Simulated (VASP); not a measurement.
# Cr (Im-3m) in VASP: single point with PBEsol

Aim: the single point of Cr with PBEsol.

Program: VASP 6.6.1. These are calculated values, not measurements. Logs are shortened: lines on timing, memory, paths and dates and some standing lists are left out, and cuts for length are marked.

### 1 The cell of the first run

The structure is cubic, space group Im-3m (No. 229). Conventional cell: a = 2.814 Å, b = 2.814 Å, c = 2.814 Å, α = 90.00°, β = 90.00°, γ = 90.00°. Within 3.2 Å of Cr (site symmetry m-3m) lie 14 Cr at 2.44 to 2.81 Å.

### 2 Single point, PBEsol, collinear spin

Contents of POSCAR:

```
Cr
1.0
   -1.4069158463      1.4069158463      1.4069158463
    1.4069158463     -1.4069158463      1.4069158463
    1.4069158463      1.4069158463     -1.4069158463
Cr
1
Direct
    0.0000000000      0.0000000000      0.0000000000
```

Contents of INCAR.step1:

```
PREC = Accurate
ENCUT = 520
EDIFF = 1E-6
ISMEAR = 0
SIGMA = 0.05
LREAL = F
LASPH = T
NELM = 150
ALGO = Normal
ISIF = 2
LWAVE = F
LCHARG = T
ISPIN = 2
MAGMOM = 0.05
LMAXMIX = 4
GGA = PS
NBANDS = 16
```

Contents of KPOINTS.step1:

```
regular mesh
0
Gamma
  20 20 20
```

Contents of INCAR.step2:

```
PREC = Accurate
ENCUT = 520
EDIFF = 1E-6
ISMEAR = -5
SIGMA = 0.05
LREAL = F
LASPH = T
NELM = 150
ALGO = Normal
ISIF = 2
LWAVE = F
LCHARG = F
ISPIN = 2
MAGMOM = 0.05
LORBIT = 11
LMAXMIX = 4
GGA = PS
NEDOS = 1001
ICHARG = 11
```

Contents of KPOINTS.step2:

```
regular mesh
0
Gamma
  30 30 30
```

Potentials or basis: VASP PAW PBE potentials, release 64 (Cr_pv).

The run is started by

```
cat potpaw_PBE.64/Cr_pv/POTCAR > POTCAR
cp INCAR.step1 INCAR
cp KPOINTS.step1 KPOINTS
mpirun -np 1 vasp_std > vasp.out
cp INCAR.step2 INCAR
cp KPOINTS.step2 KPOINTS
mpirun -np 1 vasp_std > vasp.out
```

OUTCAR:

```text
PREC = Accurate
   ENCUT = 520
   EDIFF = 1E-6
   ISMEAR = -5
   LREAL = F
   LASPH = T
   NELM = 150
   ISIF = 2
   ISPIN = 2
   LORBIT = 11
   GGA = PS
   ICHARG = 11

 ion  position               nearest neighbor table
   1  0.000  0.000  0.000-

  LATTYP: Found a body centered cubic cell.
 ALAT       =     2.8138316926

  Lattice vectors:

 A1 = (  -1.4069158463,   1.4069158463,   1.4069158463)
 A2 = (   1.4069158463,  -1.4069158463,   1.4069158463)
 A3 = (   1.4069158463,   1.4069158463,  -1.4069158463)

Analysis of symmetry for initial positions (statically):
=====================================================================
 Subroutine PRICEL returns:
 Original cell was already a primitive cell.

 Routine SETGRP: Setting up the symmetry group for a
 body centered cubic supercell.

 Subroutine GETGRP returns: Found 48 space group operations
 (whereof 48 operations were pure point group operations)
 out of a pool of 48 trial point group operations.

The static configuration has the point symmetry O_h .

Analysis of symmetry for dynamics (positions and initial velocities):
=====================================================================
 Subroutine PRICEL returns:
 Original cell was already a primitive cell.

 Routine SETGRP: Setting up the symmetry group for a
 body centered cubic supercell.

 Subroutine GETGRP returns: Found 48 space group operations
 (whereof 48 operations were pure point group operations)
 out of a pool of 48 trial point group operations.

The dynamic configuration has the point symmetry O_h .

Analysis of structural, dynamic, and magnetic symmetry:
=====================================================================
 Subroutine PRICEL returns:
 Original cell was already a primitive cell.

 Routine SETGRP: Setting up the symmetry group for a
 body centered cubic supercell.

 Subroutine GETGRP returns: Found 48 space group operations
 (whereof 48 operations were pure point group operations)
 out of a pool of 48 trial point group operations.

The overall configuration has the point symmetry O_h .

 Subroutine INISYM returns: Found 48 space group operations
 (whereof 48 operations are pure point group operations),
 and found     1 'primitive' translations

----------------------------------------------------------------------------------------

                                     Primitive cell

  volume of cell :      11.1395

  direct lattice vectors                    reciprocal lattice vectors
    -1.406915846  1.406915846  1.406915846     0.000000000  0.355387283  0.355387283
     1.406915846 -1.406915846  1.406915846     0.355387283  0.000000000  0.355387283
[... 120 lines left out ...]
 maximum number of plane-waves:       321

 number of electron      12.0000013 magnetization      -0.0000066

 Free energy of the ion-electron system (eV)
  ---------------------------------------------------
  ext. energy  EPLUGINS =         0.00000000
  ---------------------------------------------------
  free energy    TOTEN  =       -10.24249656 eV

  energy without entropy =      -10.24249656  energy(sigma->0) =      -10.24249656

 E-fermi :  11.3667     XC(G=0): -14.0481

 val. band max:       11.3632258243   @ k =   0.4333   0.1000   0.0000
 cond. band min:      11.3398526145   @ k =  -0.1667   0.2000   0.1333
 fundamental gap:     -0.0233732097
 Fermi energy:        11.3667342869

 spin component 1

 k-point     1 :       0.0000    0.0000    0.0000
  band No.  band energies     occupation
      1     -31.1799      1.00000
      2     -31.1799      1.00000
      3     -31.1799      1.00000
      4       3.3361      1.00000
      5      10.3924      1.00000
      6      10.3924      1.00000
      7      10.3924      1.00000
      8      12.5173      0.00000
      9      12.5173      0.00000
     10      18.4590      0.00000
[... 287 lines left out ...]
 k-point    24 :       0.2667    0.0333    0.0000
  band No.  band energies     occupation
      1     -31.8221      1.00000
      2     -31.3782      1.00000
      3     -31.1891      1.00000
      4       6.1485      1.00000
      5       9.3582      1.00000
      6      10.0707      1.00000
      7      12.2168      0.00000
      8      12.6083      0.00000
      9      12.7013      0.00000
     10      18.4585      0.00000

 [... further k-points ...]

 spin component 2

 k-point     1 :       0.0000    0.0000    0.0000
  band No.  band energies     occupation
      1     -31.1799      1.00000
      2     -31.1799      1.00000
      3     -31.1799      1.00000
      4       3.3361      1.00000
      5      10.3924      1.00000
      6      10.3924      1.00000
      7      10.3924      1.00000
      8      12.5173      0.00000
      9      12.5173      0.00000
     10      18.4589      0.00000
[... 287 lines left out ...]
 k-point    24 :       0.2667    0.0333    0.0000
  band No.  band energies     occupation
      1     -31.8221      1.00000
      2     -31.3782      1.00000
      3     -31.1891      1.00000
      4       6.1485      1.00000
      5       9.3582      1.00000
      6      10.0707      1.00000
      7      12.2168      0.00000
      8      12.6083      0.00000
      9      12.7013      0.00000
     10      18.4585      0.00000

 [... further k-points ...]

------------------------ aborting loop because EDIFF is reached ----------------------------------------

  FORCE on cell =-STRESS in cart. coord.  units (eV):
  Direction    XX          YY          ZZ          XY          YZ          ZX
  --------------------------------------------------------------------------------------
  -------------------------------------------------------------------------------------
  Total       -0.1217079     -0.1217079     -0.1217079     -0.0000000     -0.0000000      0.0000000
  in kB      -17.5051227    -17.5051227    -17.5051227     -0.0000000     -0.0000000      0.0000000
  external PRESSURE =     -17.5051227 kB  Pullay stress =       0.0000000 kB

 VOLUME and BASIS-vectors are now :
 -----------------------------------------------------------------------------
  energy-cutoff  :      520.00
  volume of cell :       11.14
      direct lattice vectors                 reciprocal lattice vectors
    -1.406915846  1.406915846  1.406915846     0.000000000  0.355387283  0.355387283
     1.406915846 -1.406915846  1.406915846     0.355387283  0.000000000  0.355387283
     1.406915846  1.406915846 -1.406915846     0.355387283  0.355387283  0.000000000

 POSITION                                       TOTAL-FORCE (eV/Angst)
 -----------------------------------------------------------------------------------
      0.00000      0.00000      0.00000         0.000000      0.000000      0.000000
 -----------------------------------------------------------------------------------
    total drift:                               -0.000000      0.000000     -0.000000

  FREE ENERGIE OF THE ION-ELECTRON SYSTEM (eV)
  ---------------------------------------------------
  free  energy   TOTEN  =       -10.2424965575 eV

  energy  without entropy=      -10.2424965575  energy(sigma->0) =      -10.24249656

 total charge

# of ion       s       p       d       tot
------------------------------------------
    1        0.444   6.435   4.257  11.135

 magnetization (x)

# of ion       s       p       d       tot
------------------------------------------
    1       -0.000   0.000  -0.000  -0.000
```

Run time: 4.9 min. Hardware: 1 thread of Intel Xeon 8259CL, shared host; peak memory 0.35 GiB.

What came out:

```yaml
Net_moment: 0.00 μB per cell
Valence_electrons_inside_the_program's_atomic_spheres: Cr 11.13
```

Levels at points of the mesh, in eV from the Fermi level:
Spin up:
```csv
k point,band 3,band 4,band 5,band 6,band 7,band 8,band 9,band 10
"(0.00, 0.00, 0.00)",-42.55,-8.03,-0.97,-0.97,-0.97,1.15,1.15,7.09
"(0.50, 0.00, 0.00)",-42.55,-4.66,-2.61,1.17,1.18,1.52,3.00,7.09
"(0.50, 0.50, 0.50)",-43.26,-4.59,-4.59,2.58,2.58,2.58,7.09,10.89
```
Spin down:
```
           k point  band 2  band 3  band 4  band 5  band 6  band 7  band 8  band 9  band 10
(0.00, 0.00, 0.00)  -42.55  -42.55   -8.03   -0.97   -0.97   -0.97    1.15    1.15     7.09
(0.50, 0.00, 0.00)  -42.87  -42.55   -4.66   -2.61    1.17    1.18    1.52    3.00     7.09
(0.50, 0.50, 0.50)  -43.26  -43.26   -4.59   -4.59    2.58    2.58    2.58    7.09    10.89
```

Caveat: the PAW data sets were made with another functional, which shifts forces and pressure a little; tetrahedron occupations give inexact forces and stress in metals.
